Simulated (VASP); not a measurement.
# SnTe: single point with LDA

SnTe:

```
Te Sn
1.0
     0.00000    3.19231    3.19231
     3.19231    0.00000    3.19231
     3.19231    3.19231    0.00000
Te Sn
1 1
Direct
  0.50000 0.50000 0.50000
  0.00000 0.00000 0.00000
```

- Program: VASP 6.6.1
- Task: single point
- Functional: LDA
- Potentials or basis: VASP PAW LDA potentials, release 64 (Te, Sn_d)
- Cutoff: 520 eV
- k mesh: 7 × 7 × 7
- Occupations: fermi-dirac, width 0.05 eV
- Spin: no spin polarisation
- Dipole correction: no
- Further INCAR settings: ALGO = Normal; EDIFF = 1e-06; NBANDS = 17

```yaml
Pressure: -3.1 GPa
```

Levels at points of the mesh, in eV from the Fermi level:
```csv
k point,band 7,band 8,band 9,band 10,band 11,band 12,band 13,band 14
"(0.00, 0.00, 0.00)",-4.94,-2.02,-2.02,-2.02,3.20,3.20,3.20,4.84
```

It took 12 s on 1 thread of Intel(R) Xeon(R) Platinum 8488C (Sapphire Rapids) (shared host), peak memory 0.17 GiB.

Caveat: this odd mesh misses L, where the gap lies, so gap, dielectric constants and Born charges aren't listed; spin-orbit coupling is left out, which moves the levels of the heavy elements.
